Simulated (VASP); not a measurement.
Write the native input for VASP 6.6.1 that does the following.

| Item | Value |
| --- | --- |
| Task | single point |
| Functional | PBE |
| Potentials or basis | VASP PAW PBE potentials, release 64 (Ga_d, O) |
| Cutoff | 520 eV |
| k mesh | 6 × 6 × 2 |
| Occupations | gaussian, width 0.1 eV |
| Spin | no spin polarisation |
| Dipole correction | no |
| Further INCAR settings | ALGO = Normal; EDIFF = 1e-06; NBANDS = 48 |

The structure of GaO lies in POSCAR:

```
GaO
1.0
    3.1071883984      0.0000000000      0.0000000000
   -1.5535941992      2.6909040873      0.0000000000
    0.0000000000      0.0000000000     13.4386496843
Ga O
4 4
Direct
    0.3333333333      0.6666666667      0.1568904535
    0.6666666667      0.3333333333      0.6568904535
    0.3333333333      0.6666666667      0.3431095465
    0.6666666667      0.3333333333      0.8431095465
    0.3333333333      0.6666666667      0.6030633139
    0.6666666667      0.3333333333      0.1030633139
    0.3333333333      0.6666666667      0.8969366861
    0.6666666667      0.3333333333      0.3969366861
```

These files were run (other wordings do the same):

INCAR

```
SYSTEM = GaO
  PREC = Accurate
  ENCUT = 520
  EDIFF = 1E-6
  ISMEAR = 0
  SIGMA = 0.1
  LREAL = .False.
  LASPH = .True.
  NELM = 80
  ALGO = Normal
  ISIF = 2
  LWAVE = .False.
  LCHARG = .False.
  GGA = PE
  NBANDS = 48
```

KPOINTS

```
Automatic mesh
0
Gamma
  6 6 2
  0 0 0
```

Potentials or basis: VASP PAW PBE potentials, release 64 (Ga_d, O).

Run with:

```console
$ cat potpaw_PBE.64/Ga_d/POTCAR potpaw_PBE.64/O/POTCAR > POTCAR
$ mpirun -np 1 vasp_std > vasp.out
```

It gave:

```json
{
  "Pressure": "0.7 GPa",
  "Largest force": "0.049 eV/Å",
  "Band gap on the k mesh": "1.09 eV (least direct gap 1.18 eV)"
}
```

Wall time 120 s on 1 thread of Intel Xeon 8259CL (shared host), peak memory 0.25 GiB.
